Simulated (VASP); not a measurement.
Write the native input for VASP 6.6.1 that does the following.

```
Task                   : single point
Functional             : LDA
Potentials or basis    : VASP PAW LDA potentials, release 64 (Rb_sv)
Cutoff                 : 520 eV
k mesh                 : 14 × 14 × 14
Occupations            : gaussian, width 0.15 eV
Spin                   : no spin polarisation
Dipole correction      : no
Further INCAR settings : ALGO = Fast; EDIFF = 1e-07; NBANDS = 10
```

The structure of Rb lies in POSCAR:

```
Rb
1.0
   -2.4992059878      2.4992059878      3.6313463003
    2.4992059878     -2.4992059878      3.6313463003
    2.4992059878      2.4992059878     -3.6313463003
Rb
1
Direct
    0.0000000000      0.0000000000      0.0000000000
```

One way to write it, as run:

INCAR

```
PREC = Accurate
ENCUT = 520
EDIFF = 1E-7
ISMEAR = 0
SIGMA = 0.15
LREAL = False
LASPH = True
NELM = 100
ALGO = Fast
ISIF = 2
LWAVE = False
LCHARG = False
GGA = CA
NBANDS = 10
```

KPOINTS

```
regular mesh
0
Gamma
  14 14 14
```

Potentials or basis: VASP PAW LDA potentials, release 64 (Rb_sv).

Command:

```console
$ cat potpaw_LDA.64/Rb_sv/POTCAR > POTCAR
$ mpirun -np 1 vasp_std > vasp.out
```

It gave:

- Pressure: -0.4 GPa
- Band gap on the k mesh: zero (an odd number of electrons rules out a gap without spin polarisation)

Run time: 6.7 min on 1 thread of Oxide Virtual Turin-like Processor, with other jobs on the host, peak memory 0.31 GiB.
